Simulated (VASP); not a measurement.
# HfAg2Sn2 (I4/mmm) in VASP: notebook, part 2 of 3

VASP 6.6.1.

## 3. Single point, PBE

The input, INCAR:

```
ALGO = Normal
EDIFF = 1E-7
ENCUT = 520
GGA = PE
ISIF = 2
ISMEAR = -1
LASPH = True
LCHARG = False
LREAL = False
LWAVE = False
NBANDS = 38
NELM = 60
PREC = Accurate
SIGMA = 0.1017
```

The input, KPOINTS:

```
k-points
0
Gamma
  4 4 4
```

The input, POSCAR:

```
HfAg2Sn2
1.0
    0.0000000000      3.7656685847     -0.0000001649
    3.7656685847      0.0000000000     -0.0000001649
    1.8828339400      1.8828339400     -8.0435707174
Hf Sn Ag
1 2 2
Direct
    0.0000000000      0.0000000000      0.0000000000
    0.3968627444      0.3968627444      0.2062745112
    0.6031372556      0.6031372556      0.7937254888
    0.7500000000      0.2500000000      0.5000000000
    0.2500000000      0.7500000000      0.5000000000
```

Potentials or basis: VASP PAW PBE potentials, release 64 (Hf_pv, Sn_d, Ag).

Run with:

```bash
> cat potpaw_PBE.64/Hf_pv/POTCAR potpaw_PBE.64/Sn_d/POTCAR potpaw_PBE.64/Ag/POTCAR > POTCAR
> mpirun -np 1 vasp_std > vasp.out
```

OUTCAR:

```text
EDIFF = 1E-7
   ENCUT = 520
   GGA = PE
   ISIF = 2
   ISMEAR = -1
   LASPH = True
   LREAL = False
   NELM = 60
   PREC = Accurate

 ion  position               nearest neighbor table
   1  0.000  0.000  0.000-   2 3.14   3 3.14   3 3.14   3 3.14   2 3.14   2 3.14   3 3.14   2 3.14

   2  0.397  0.397  0.206-   4 3.02   5 3.02   5 3.02   4 3.02   1 3.14   1 3.14   1 3.14   1 3.14
                             3 3.32
   3  0.603  0.603  0.794-   4 3.02   5 3.02   5 3.02   4 3.02   1 3.14   1 3.14   1 3.14   1 3.14
                             2 3.32
   4  0.750  0.250  0.500-   5 2.66   5 2.66   5 2.66   5 2.66   2 3.02   3 3.02   3 3.02   2 3.02

   5  0.250  0.750  0.500-   4 2.66   4 2.66   4 2.66   4 2.66   2 3.02   3 3.02   2 3.02   3 3.02

  LATTYP: Found a body centered tetragonal cell.
 ALAT       =     3.7656685847
 C/A-ratio  =     4.2720544156

  Lattice vectors:

 A1 = (  -1.8828339400,   1.8828346447,   8.0435705525)
 A2 = (   1.8828346447,  -1.8828339400,   8.0435705525)
 A3 = (   1.8828339400,   1.8828339400,  -8.0435707174)

Analysis of symmetry for initial positions (statically):
=====================================================================
 Subroutine PRICEL returns:
 Original cell was already a primitive cell.

 Routine SETGRP: Setting up the symmetry group for a
 body centered tetragonal supercell.

 Subroutine GETGRP returns: Found 16 space group operations
 (whereof 16 operations were pure point group operations)
 out of a pool of 16 trial point group operations.

The static configuration has the point symmetry D_4h.

Analysis of symmetry for dynamics (positions and initial velocities):
=====================================================================
 Subroutine PRICEL returns:
 Original cell was already a primitive cell.

 Routine SETGRP: Setting up the symmetry group for a
 body centered tetragonal supercell.

 Subroutine GETGRP returns: Found 16 space group operations
 (whereof 16 operations were pure point group operations)
 out of a pool of 16 trial point group operations.

The dynamic configuration has the point symmetry D_4h.

 Subroutine INISYM returns: Found 16 space group operations
 (whereof 16 operations are pure point group operations),
 and found     1 'primitive' translations

----------------------------------------------------------------------------------------

                                     Primitive cell

  volume of cell :     114.0599

  direct lattice vectors                    reciprocal lattice vectors
     0.000000000  3.765668585 -0.000000165     0.000000003  0.265557095  0.062161437
     3.765668585  0.000000000 -0.000000165     0.265557095  0.000000003  0.062161437
     1.882833940  1.882833940 -8.043570717    -0.000000005 -0.000000005 -0.124322898

  length of vectors
     3.765668585  3.765668585  8.472848233     0.272735430  0.272735430  0.124322898

  position of ions in fractional coordinates (direct lattice)
     0.000000000  0.000000000  0.000000000
     0.396862744  0.396862744  0.206274511
     0.603137256  0.603137256  0.793725489
     0.750000000  0.250000000  0.500000000
     0.250000000  0.750000000  0.500000000

  ion indices of the primitive-cell ions
   primitive index   ion index
[... 28 lines left out ...]
 ===========================================

 Found     13 irreducible k-points:

 Following reciprocal coordinates:
            Coordinates               Weight
  0.000000  0.000000  0.000000      1.000000
  0.250000  0.000000  0.000000      8.000000
  0.500000  0.000000  0.000000      4.000000
  0.250000  0.250000  0.000000      8.000000
  0.500000  0.250000 -0.000000     16.000000
 -0.250000  0.250000  0.000000      4.000000
  0.500000  0.500000  0.000000      2.000000
 -0.000000 -0.000000  0.250000      2.000000
  0.500000  0.000000  0.250000      4.000000
 -0.250000  0.000000  0.250000      8.000000
  0.500000  0.500000  0.250000      2.000000
 -0.250000 -0.250000  0.250000      4.000000
 -0.000000 -0.000000  0.500000      1.000000
   k-points           NKPTS =     13   k-points in BZ     NKDIM =     13   number of bands    NBANDS=     38
   number of dos      NEDOS =    301   number of ions     NIONS =      5
   total plane-waves  NPLWV =  50176
   dimension x,y,z NGX =    28 NGY =   28 NGZ =   64
   dimension x,y,z NGXF=    56 NGYF=   56 NGZF=  128
   ions per type =               1   2   2
   NGX,Y,Z   is equivalent  to a cutoff of  12.36, 12.36, 12.56 a.u.
   NGXF,Y,Z  is equivalent  to a cutoff of  24.72, 24.72, 25.11 a.u.
 SYSTEM =  unknown system
   PREC   = accura    normal or accurate (medium, high low for compatibility)
   ISTART =      0    job   : 0-new  1-cont  2-samecut
   ICHARG =      2    charge: 1-file 2-atom 10-const
   ISPIN  =      1    spin polarized calculation?
   LNONCOLLINEAR =      F non collinear calculations
   LSORBIT =      F    spin-orbit coupling
   LASPH  =      T    aspherical Exc in radial PAW
   ENCUT  =  520.0 eV  38.22 Ry    6.18 a.u.   7.00  7.00 15.75*2*pi/ulx,y,z
   NELM   =     60;   NELMIN=  2; NELMDL= -5     # of ELM steps
   EDIFF  = 0.1E-06   stopping-criterion for ELM
   LREAL  =      F    real-space projection
   EDIFFG = 0.1E-05   stopping-criterion for IOM
   NSW    =      0    number of steps for IOM
   IBRION =     -1    ionic relax: 0-MD 1-quasi-New 2-CG
   NFREE  =      0    steps in history (QN), initial steepest desc. (CG)
   ISIF   =      2    stress and relaxation
   ISYM   =      2    0-nonsym 1-usesym 2-fastsym
   POTIM  = 0.5000    time-step for ionic-motion
   TEBEG  =    0.0;   TEEND  =   0.0 temperature during run
   PSTRESS=    0.0 pullay stress
   NELECT =      60.0000    total number of electrons
   NUPDOWN=      -1.0000    fix difference up-down
   EMIN   =  10.00;   EMAX   =-10.00  energy-range for DOS
   EFERMI =   0.00;   METHOD = LEGACY
   ISMEAR =    -1;   SIGMA  =   0.10  broadening in eV -4-tet -1-fermi 0-gaus
   EFERMI_NEDOS =   21; number of points for ismear=-14 and -15
   IALGO  =     38    algorithm
   IMIX   =      4    mixing-type and parameters
     AMIX     =   0.40;   BMIX     =  1.00
     AMIX_MAG =   1.60;   BMIX_MAG =  1.00
  volume/ion in A,a.u.               =      22.81       153.94
  Fermi-wavevector in a.u.,A,eV,Ry     =   1.321542  2.497352 23.762203  1.746473
  Thomas-Fermi vector in A             =   2.451288
   LORBIT       =      0    0 simple, 1 ext, 2 COOP (PROOUT), +10 PAW based schemes
   GGA     = PE    functional components
[... 5 lines left out ...]
 non-spin polarized calculation
  energy-cutoff  :      520.00
  volume of cell :      114.06
 maximum number of plane-waves:      3090
   NGX = 13   NGY = 13   NGZ = 31

 number of electron      59.9999986 magnetization

 Free energy of the ion-electron system (eV)
  ---------------------------------------------------
  ext. energy  EPLUGINS =         0.00000000
  ---------------------------------------------------
  free energy    TOTEN  =       -22.49794525 eV

  energy without entropy =      -22.35641237  energy(sigma->0) =      -22.42717881

 E-fermi :   7.3085     XC(G=0): -10.9381

 val. band max:        7.2952440958   @ k =   0.2500   0.2500   0.0000
 cond. band min:       7.3091685375   @ k =   0.5000   0.2500  -0.0000
 fundamental gap:      0.0139244417
 Fermi energy:         7.3084820925

 k-point     1 :       0.0000    0.0000    0.0000
  band No.  band energies     occupation
      1     -24.4713      2.00000
      2     -24.2566      2.00000
      3     -24.2566      2.00000
      4     -13.9676      2.00000
      5     -13.9253      2.00000
      6     -13.9240      2.00000
[... 522 lines left out ...]
     37      12.8800      0.00000
     38      12.8800      0.00000

------------------------ aborting loop because EDIFF is reached ----------------------------------------

  FORCE on cell =-STRESS in cart. coord.  units (eV):
  Direction    XX          YY          ZZ          XY          YZ          ZX
  --------------------------------------------------------------------------------------
  -------------------------------------------------------------------------------------
  Total       -0.1459560     -0.1459560     -0.0622259     -0.0000000      0.0000000      0.0000000
  in kB       -2.0502157     -2.0502157     -0.8740755     -0.0000000      0.0000001      0.0000001
  external PRESSURE =      -1.6581690 kB  Pullay stress =       0.0000000 kB

 VOLUME and BASIS-vectors are now :
 -----------------------------------------------------------------------------
  energy-cutoff  :      520.00
  volume of cell :      114.06
      direct lattice vectors                 reciprocal lattice vectors
     0.000000000  3.765668585 -0.000000165     0.000000003  0.265557095  0.062161437
     3.765668585  0.000000000 -0.000000165     0.265557095  0.000000003  0.062161437
     1.882833940  1.882833940 -8.043570717    -0.000000005 -0.000000005 -0.124322898

 POSITION                                       TOTAL-FORCE (eV/Angst)
 -----------------------------------------------------------------------------------
      0.00000      0.00000      0.00000        -0.000000     -0.000000      0.000000
      1.88283      1.88283     -1.65918         0.000000      0.000000      0.021306
      3.76567      3.76567     -6.38439        -0.000000     -0.000000     -0.021306
      1.88283      3.76567     -4.02179         0.000000      0.000000     -0.000000
      3.76567      1.88283     -4.02179        -0.000000     -0.000000     -0.000000
 -----------------------------------------------------------------------------------
    total drift:                                0.000000      0.000000     -0.000000

  FREE ENERGIE OF THE ION-ELECTRON SYSTEM (eV)
  ---------------------------------------------------
  free  energy   TOTEN  =       -22.4979452457 eV

  energy  without entropy=      -22.3564123654  energy(sigma->0) =      -22.42717881
```

It took 75 s on 1 thread of AMD EPYC 9R45 (Zen 5), shared host; peak memory 0.2 GiB.

Results:

```yaml
Free_energy: -22.4979 eV
Pressure: -0.2 GPa
Largest_force: 0.021 eV/Å
Band_gap_on_the_k_mesh: zero (bands 30 and 31 overlap by 0.91 eV)
```

Forces on the atoms (eV/Å):
```
Hf   0.000  0.000  0.000
Sn   0.000  0.000  0.021
Sn   0.000  0.000 -0.021
Ag   0.000  0.000  0.000
Ag   0.000  0.000  0.000
```

Caveat: the k points lie up to 0.43 Å⁻¹ apart, too coarse for converged energies and pressures of a metal; spin-orbit coupling is left out, which moves the levels of the heavy elements.

[end of part 2 of 3]
